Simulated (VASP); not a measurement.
# Cr (Im-3m) in VASP: notebook, part 2 of 2

VASP 6.6.1.

### Step 4. Single point, PBE, collinear spin, antiferromagnetic start (11.78 Å³/atom)

This run uses another cell than the first one, of 11.78 Å³/atom.

File INCAR:

```
PREC = Accurate ; ENCUT = 520
EDIFF = 1E-7 ; ISMEAR = -1
SIGMA = 0.05 ; LREAL = False
LASPH = True ; NELM = 150
ALGO = Normal ; ISIF = 2
LWAVE = False ; LCHARG = False
ISPIN = 2 ; MAGMOM = -3 3
LORBIT = 11 ; LMAXMIX = 4
GGA = PE ; NBANDS = 23
```

File KPOINTS:

```
regular mesh
0
Gamma
  11 11 11
```

File POSCAR:

```
Cr
1.0
    2.8664408113      0.0000000000      0.0000000000
    0.0000000000      2.8664408113      0.0000000000
    0.0000000000      0.0000000000      2.8664408113
Cr
2
Direct
    0.0000000000      0.0000000000      0.0000000000
    0.5000000000      0.5000000000      0.5000000000
```

Potentials or basis: VASP PAW PBE potentials, release 64 (Cr_pv).

On the command line:

```sh
$ cat potpaw_PBE.64/Cr_pv/POTCAR > POTCAR
$ mpirun -np 1 vasp_std > vasp.out
```

OUTCAR:

```text
PREC = Accurate
   ENCUT = 520
   EDIFF = 1E-7
   ISMEAR = -1
   LREAL = False
   LASPH = True
   NELM = 150
   ISIF = 2
   ISPIN = 2
   LORBIT = 11
   GGA = PE

 ion  position               nearest neighbor table
   1  0.000  0.000  0.000-   2 2.48   2 2.48   2 2.48   2 2.48   2 2.48   2 2.48   2 2.48   2 2.48

   2  0.500  0.500  0.500-   1 2.48   1 2.48   1 2.48   1 2.48   1 2.48   1 2.48   1 2.48   1 2.48

  LATTYP: Found a simple cubic cell.
 ALAT       =     2.8664408113

  Lattice vectors:

 A1 = (   2.8664408113,   0.0000000000,   0.0000000000)
 A2 = (   0.0000000000,   2.8664408113,   0.0000000000)
 A3 = (   0.0000000000,   0.0000000000,   2.8664408113)

Analysis of symmetry for initial positions (statically):
=====================================================================
 Subroutine PRICEL returns following result:

  LATTYP: Found a body centered cubic cell.
 ALAT       =     2.8664408113
[... 854 lines left out ...]
      4     -31.6069      1.00000
      5     -31.6069      1.00000
      6     -31.6069      1.00000
[... 613 lines left out ...]
     22      23.4095      0.00000
     23      29.1714      0.00000

 [... further k-points ...]

------------------------ aborting loop because EDIFF is reached ----------------------------------------

  FORCE on cell =-STRESS in cart. coord.  units (eV):
  Direction    XX          YY          ZZ          XY          YZ          ZX
  --------------------------------------------------------------------------------------
  -------------------------------------------------------------------------------------
  Total       -0.0445007     -0.0445007     -0.0445007     -0.0000000      0.0000000     -0.0000000
  in kB       -3.0272490     -3.0272490     -3.0272490     -0.0000000      0.0000000     -0.0000000
  external PRESSURE =      -3.0272490 kB  Pullay stress =       0.0000000 kB

 VOLUME and BASIS-vectors are now :
 -----------------------------------------------------------------------------
  energy-cutoff  :      520.00
  volume of cell :       23.55
      direct lattice vectors                 reciprocal lattice vectors
     2.866440811  0.000000000  0.000000000     0.348864695  0.000000000  0.000000000
     0.000000000  2.866440811  0.000000000     0.000000000  0.348864695  0.000000000
     0.000000000  0.000000000  2.866440811     0.000000000  0.000000000  0.348864695

 POSITION                                       TOTAL-FORCE (eV/Angst)
 -----------------------------------------------------------------------------------
      0.00000      0.00000      0.00000         0.000000      0.000000     -0.000000
      1.43322      1.43322      1.43322        -0.000000     -0.000000      0.000000
 -----------------------------------------------------------------------------------
    total drift:                                0.000000      0.000000     -0.000000

  FREE ENERGIE OF THE ION-ELECTRON SYSTEM (eV)
  ---------------------------------------------------
  free  energy   TOTEN  =       -19.0673113443 eV

  energy  without entropy=      -19.0635199714  energy(sigma->0) =      -19.06541566

 total charge

# of ion       s       p       d       tot
------------------------------------------
    1        0.434   6.391   4.195  11.020
    2        0.434   6.391   4.195  11.020
--------------------------------------------------
tot          0.867  12.782   8.390  22.039

 magnetization (x)

# of ion       s       p       d       tot
------------------------------------------
    1       -0.014  -0.008  -1.083  -1.105
    2        0.014   0.008   1.083   1.105
--------------------------------------------------
tot         -0.000   0.000   0.000  -0.000
```

OSZICAR:

```text
N       E                     dE             d eps       ncg     rms          rms(c)
DAV:   1     0.243718082900E+03    0.24372E+03   -0.13196E+04  5199   0.128E+03
DAV:   2    -0.130313297553E+02   -0.25675E+03   -0.24692E+03  5236   0.380E+02
DAV:   3    -0.211262962411E+02   -0.80950E+01   -0.80441E+01  6384   0.798E+01
DAV:   4    -0.211969504839E+02   -0.70654E-01   -0.70587E-01  5694   0.747E+00
DAV:   5    -0.211979103361E+02   -0.95985E-03   -0.95875E-03  5685   0.831E-01    0.209E+01
DAV:   6    -0.189037525548E+02    0.22942E+01   -0.78593E+00  5453   0.340E+01    0.800E+00
DAV:   7    -0.190666129569E+02   -0.16286E+00   -0.59312E-01  5586   0.689E+00    0.479E+00
DAV:   8    -0.190750367831E+02   -0.84238E-02   -0.17646E-02  5978   0.158E+00    0.104E+00
DAV:   9    -0.190665635537E+02    0.84732E-02   -0.13193E-02  6062   0.105E+00    0.419E-01
DAV:  10    -0.190672107585E+02   -0.64720E-03   -0.44404E-03  5726   0.380E-01    0.126E-01
DAV:  11    -0.190672796355E+02   -0.68877E-04   -0.25839E-04  5968   0.917E-02    0.681E-02
DAV:  12    -0.190673024379E+02   -0.22802E-04   -0.61378E-04  6521   0.126E-01    0.180E-02
DAV:  13    -0.190673056712E+02   -0.32333E-05   -0.32477E-05  5558   0.305E-02    0.117E-02
DAV:  14    -0.190673084774E+02   -0.28061E-05   -0.10658E-05  6157   0.123E-02    0.835E-03
DAV:  15    -0.190673111829E+02   -0.27055E-05   -0.29803E-05  6452   0.274E-02    0.167E-03
DAV:  16    -0.190673113592E+02   -0.17635E-06   -0.95338E-07  5460   0.618E-03    0.470E-04
DAV:  17    -0.190673113443E+02    0.14931E-07   -0.26415E-08  2842   0.170E-03
   1 F= -.19067311E+02 E0= -.19065416E+02  d E =-.379137E-02  mag=     0.0000
```

stdout:

```text
POSCAR found type information on POSCAR Cr
 POSCAR found :  1 types and       2 ions
 scaLAPACK will be used
 LDA part: xc-table for (Slater+PW92), standard interpolation
 POSCAR, INCAR and KPOINTS ok, starting setup
 FFT: planning ... GRIDC
 FFT: planning ... GRID_SOFT
 FFT: planning ... GRID
 WAVECAR not read
 entering main loop
```

Wall time 77 s (1 thread of Intel Xeon 8259CL, shared host); peak memory 0.18 GiB.

Results:

```yaml
Free_energy: -19.0673 eV
Pressure: -0.3 GPa
Band_gap_on_the_k_mesh: zero (filled and empty bands overlap)
Net_moment: 0.00 μB per cell
Site_moments: Cr -1.10, +1.10 μB
Valence_electrons_inside_the_program's_atomic_spheres: Cr 11.02
```

Levels at points of the mesh, in eV from the Fermi level:
Spin up:
```csv
k point,band 10,band 11,band 12,band 13,band 14,band 15
"(0.00, 0.00, 0.00)",-0.86,-0.86,-0.86,1.26,1.26,2.62
```
Spin down:
| k point | band 9 | band 10 | band 11 | band 12 | band 13 | band 14 | band 15 | band 16 |
| --- | --- | --- | --- | --- | --- | --- | --- | --- |
| (0.00, 0.00, 0.00) | -4.13 | -0.86 | -0.86 | -0.86 | 1.26 | 1.26 | 2.62 | 2.62 |

### Step 5. Single point, PBE, collinear spin, antiferromagnetic start (12.43 Å³/atom)

This run uses another cell than the first one, of 12.43 Å³/atom.

Changes to INCAR since step 4:

```diff
@@ -1,3 +1,3 @@
 PREC = Accurate ; ENCUT = 520
-EDIFF = 1E-7 ; ISMEAR = -1
+EDIFF = 1E-6 ; ISMEAR = -1
 SIGMA = 0.05 ; LREAL = False
```

KPOINTS is that of step 4.

File POSCAR:

```
Cr
1.0
    2.9185693040      0.0000000000      0.0000000000
    0.0000000000      2.9185693040      0.0000000000
    0.0000000000      0.0000000000      2.9185693040
Cr
2
Direct
    0.0000000000      0.0000000000      0.0000000000
    0.5000000000      0.5000000000      0.5000000000
```

On the command line:

```sh
$ cat potpaw_PBE.64/Cr_pv/POTCAR > POTCAR
$ mpirun -np 1 vasp_std > vasp.out
```

It took 56 s on 1 thread of Intel Xeon 8259CL, shared host; peak memory 0.18 GiB.

Results (log left out):

```yaml
Free_energy: -19.0296 eV
Pressure: -8.3 GPa
Band_gap_on_the_k_mesh: zero (filled and empty bands overlap)
Net_moment: 0.00 μB per cell
Site_moments: Cr -1.47, +1.47 μB
Valence_electrons_inside_the_program's_atomic_spheres: Cr 10.91
```

Levels at points of the mesh, in eV from the Fermi level:
Spin up:
```tsv
k point	band 10	band 11	band 12	band 13	band 14	band 15
(0.00, 0.00, 0.00)	-0.85	-0.85	-0.85	1.25	1.25	2.56
```
Spin down:
| k point | band 9 | band 10 | band 11 | band 12 | band 13 | band 14 | band 15 | band 16 |
| --- | --- | --- | --- | --- | --- | --- | --- | --- |
| (0.00, 0.00, 0.00) | -3.84 | -0.85 | -0.85 | -0.85 | 1.25 | 1.25 | 2.56 | 2.56 |

Caveat: the cell stands under tension; an empty level that is flat over the whole mesh can mark a ghost state of the potentials, or a narrow d or f band.

### Step 6. The runs side by side

```csv
cell,gap on the mesh (eV),pressure (GPa),moment (μB)
"a = 2.812 Å, 2 atoms",none,12.4,0.00
"a = 2.866 Å, 2 atoms",none,-0.3,0.00
"a = 2.919 Å, 2 atoms",none,-8.3,0.00
```

Alike in all rows: task single point; level PBE; potentials or basis VASP PAW PBE potentials, release 64 (Cr_pv); spin collinear, antiferromagnetic start; k mesh 11 × 11 × 11; cutoff (eV) 520; smearing fermi-dirac 0.05 eV.

Caveats: an empty level that is flat over the whole mesh can mark a ghost state of the potentials, or a narrow d or f band (at least some runs); the cell stands under pressure (at least some runs); the cell stands under tension (at least some runs).

Total energies depend on the potentials used, so only differences within one code and one set of settings carry meaning.
